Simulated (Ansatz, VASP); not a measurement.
**One calculation of Ru2C, two programs**

```
Ru C
1.0
     0.00000    2.59848    2.59848
     2.59848    0.00000    2.59848
     2.59848    2.59848    0.00000
Ru C
2 1
Direct
  0.25000 0.25000 0.25000
  0.75000 0.75000 0.75000
  0.00000 0.00000 0.00000
```

Alike in both runs: functional PBE; k mesh 16 × 16 × 16; occupations gaussian, width 0.1 eV; no spin polarisation.

Ansatz relaxed the structure, and its values are those at the end. VASP's run is a single point on that final structure, the one shown.

```csv
,VASP,Ansatz
version,VASP 6.6.1,Ansatz 0.2.0
potentials or method,"VASP PAW PBE potentials, release 64 (Ru_pv, C), cutoff 520 eV","scalar-relativistic, plane waves, PAW"
valence electrons in the cell,32,36
```

```tsv
	VASP	Ansatz	Ansatz less VASP
gap on the k mesh at the Fermi level (eV)	none	none	-
pressure (GPa)	0.1	0.0	-0.14
```

A gap of «none» marks a metal or a gap that the smearing closes. VASP's potentials hold 32 valence electrons a cell and Ansatz's 36, so a difference there can come from the potentials and not from the codes.
